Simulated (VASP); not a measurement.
Wanted: the native input for a VASP 6.6.1 run.

```yaml
Task: single point
Functional: PBE
Potentials_or_basis: VASP PAW PBE potentials, release 64 (Cu, W_sv)
Cutoff: 520 eV
k_mesh: 10 × 10 × 10
Occupations: gaussian, width 0.1 eV
Spin: no spin polarisation
Dipole_correction: no
Further_INCAR_settings: ALGO = Fast; EDIFF = 1e-07; NBANDS = 37
```

The structure of Cu4W lies in POSCAR:

```
Cu4W
1.0
   -2.8260392341      2.8260392341      2.8260392341
    2.8260392341     -2.8260392341      2.8260392341
    2.8260392341      2.8260392341     -2.8260392341
Cu W
4 1
Direct
    0.0000000000      0.0000000000      0.5000000000
    0.0000000000      0.5000000000      0.0000000000
    0.5000000000      0.0000000000      0.0000000000
    0.5000000000      0.5000000000      0.5000000000
    0.0000000000      0.0000000000      0.0000000000
```

These files were run (other wordings do the same):

INCAR

```
PREC     = Accurate       # precision mode
ENCUT    = 520            # plane-wave cutoff, eV
EDIFF    = 1E-7           # SCF threshold, eV
ISMEAR   = 0              # smearing method
SIGMA    = 0.1            # smearing width, eV
LREAL    = False          # projectors in reciprocal space
LASPH    = True           # aspherical terms in the spheres
NELM     = 100            # most SCF steps
ALGO     = Fast           # electronic algorithm
ISIF     = 2              # what is computed and relaxed
LWAVE    = False          # write WAVECAR
LCHARG   = False          # write CHGCAR
GGA      = PE             # functional
NBANDS   = 37             # bands
```

KPOINTS

```
Automatic mesh
0
Gamma
  10 10 10
```

Potentials or basis: VASP PAW PBE potentials, release 64 (Cu, W_sv).

Run with:

```console
$ cat potpaw_PBE.64/Cu/POTCAR potpaw_PBE.64/W_sv/POTCAR > POTCAR
$ mpirun -np 1 vasp_std > vasp.out
```

Results of the run:

- Pressure: 0.4 GPa
- Band gap on the k mesh: zero (band 29 reaches 5.90 eV, above the bottom of band 30 at 3.39 eV)

Caveat: spin-orbit coupling is left out, which moves the levels of the heavy elements.

Wall time 2.5 min on 1 thread of Intel(R) Xeon(R) Platinum 8375C CPU @ 2.90GHz (Ice Lake) (shared host), peak memory 0.29 GiB.
